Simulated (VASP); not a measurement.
A run of VASP 6.6.1 is set up as follows.

The input INCAR:

```
SYSTEM = KTaO3
PREC = Accurate ; ENCUT = 520
EDIFF = 1E-6 ; ISMEAR = 0
SIGMA = 0.02 ; LREAL = .False.
LASPH = .True. ; NELM = 80
ALGO = Normal ; ISIF = 2
LWAVE = .False. ; LCHARG = .False.
GGA = PS ; NBANDS = 27
```

Contents of KPOINTS:

```
Automatic mesh
0
Gamma
  8 8 8
  0 0 0
```

Contents of POSCAR:

```
KTaO3
1.0
    4.1649645106      0.0000000000      0.0000000000
    0.0000000000      4.1649645106      0.0000000000
    0.0000000000      0.0000000000      4.1649645106
K Ta O
1 1 3
Direct
    0.5000000000      0.5000000000      0.5000000000
    0.0000000000      0.0000000000      0.0000000000
    0.0000000000      0.5000000000      0.0000000000
    0.0000000000      0.0000000000      0.5000000000
    0.5000000000      0.0000000000      0.0000000000
```

Potentials or basis: VASP PAW PBE potentials, release 64 (K_sv, Ta_pv, O).

Command:

```console
$ cat potpaw_PBE.64/K_sv/POTCAR potpaw_PBE.64/Ta_pv/POTCAR potpaw_PBE.64/O/POTCAR > POTCAR
$ mpirun -np 1 vasp_std > vasp.out
```

(1) Predict the band gap on the k mesh.

(2) What does it give for the pressure?

Answers

(1) 1.80 eV (least direct gap 2.45 eV).

(2) -19.6 GPa.

Caveat: the cell stands under tension; the PAW data sets were made with another functional, which shifts forces and pressure a little; spin-orbit coupling is left out, which moves the levels of the heavy elements.
